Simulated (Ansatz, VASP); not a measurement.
W: VASP beside Ansatz

```
W
1.0
    -1.46952    1.46952    1.53341
     1.46952   -1.46952    1.53341
     1.46952    1.46952   -1.53341
W
1
Direct
  0.00000 0.00000 0.00000
```

Change from the starting cell: strain -0.080 along x and y, -0.040 along z, atoms carried along.

Alike in both runs: task single point; functional PBE; k mesh 20 × 20 × 20; occupations gaussian, width 0.15 eV; no spin polarisation.

```csv
,VASP,Ansatz
version,VASP 6.6.1,Ansatz 0.2.0
potentials or method,"VASP PAW PBE potentials, release 64 (W_sv), cutoff 520 eV","scalar-relativistic, plane waves, PAW"
valence electrons in the cell,14,14
```

|  | VASP | Ansatz | Ansatz less VASP |
| --- | --- | --- | --- |
| gap on the k mesh at the Fermi level (eV) | none | none | - |
| pressure (GPa) | 91.8 | 89.8 | -2.04 |
| traceless stress, the component that is largest in VASP (GPa) | -13.70 | -13.70 | -0.007 |

A gap of «none» marks a metal or a gap that the smearing closes. Both programs put the cell under a high pressure, so it lies far from rest at this level.

Neither program's run includes spin-orbit coupling. Noted on VASP's run: the cell as given lies far from equilibrium.
